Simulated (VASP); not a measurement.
## SnSe2: single point with r2SCAN

Crystal: SnSe2.

```
CELL_PARAMETERS angstrom
4.01107 0.00000 0.00000
-2.00553 3.47369 0.00000
0.00000 0.00000 5.89964
ATOMIC_POSITIONS crystal
Sn 0.00000 0.00000 0.00000
Se 0.33333 0.66667 0.25657
Se 0.66667 0.33333 0.74343
```

This cell differs from its parent crystal: epitaxial xy strain +4.9%.

```json
{"Program": "VASP 6.6.1", "Task": "single point", "Functional": "r2SCAN", "Potentials or basis": "VASP PAW PBE potentials, release 64 (Sn_d, Se)", "Cutoff": "520 eV", "k mesh": "12 × 12 × 4", "Occupations": "fermi-dirac, width 0.02 eV", "Spin": "no spin polarisation"}
```

```
Pressure               : -2.4 GPa
Largest force          : 0.010 eV/Å
Band gap on the k mesh : 0.26 eV
```

Forces in eV/Å, atoms in the order of the input:
```
Sn   0.000  0.000  0.000
Se   0.000  0.000 -0.010
Se   0.000  0.000  0.010
```

Stress tensor (GPa, compression positive):
```
-4.12  0.00  0.00
 0.00 -4.12  0.00
 0.00  0.00  0.90
```

Levels at points of the mesh, in eV from the valence-band top:
```tsv
k point	band 9	band 10	band 11	band 12	band 13	band 14	band 15	band 16	band 17	band 18
(0.00, 0.00, 0.00)	-1.31	-1.31	-1.11	-1.11	0.00	0.26	2.57	4.26	4.26	8.73
(0.50, 0.00, 0.00)	-4.33	-3.16	-3.07	-1.49	-0.71	0.88	3.64	5.13	5.50	7.50
(0.00, 0.00, 0.50)	-2.12	-1.45	-1.45	-0.87	-0.87	1.73	2.50	3.85	3.85	8.04
(0.50, 0.00, 0.50)	-4.99	-2.90	-1.99	-1.28	-1.22	0.79	4.21	5.11	6.16	6.46
```

It took 10 min on 1 thread of Intel Xeon 8259CL (shared host), peak memory 0.28 GiB.

Caveat: the cell differs from its parent crystal (epitaxial xy strain +4.9%); the stress differs along the axes, from -4 to 1 GPa; semilocal functionals underestimate gaps, and a narrow one can read as zero; the PAW data sets were made with another functional, which shifts forces and pressure a little; spin-orbit coupling is left out, which moves the levels of the heavy elements. A k mesh can miss the band edges.
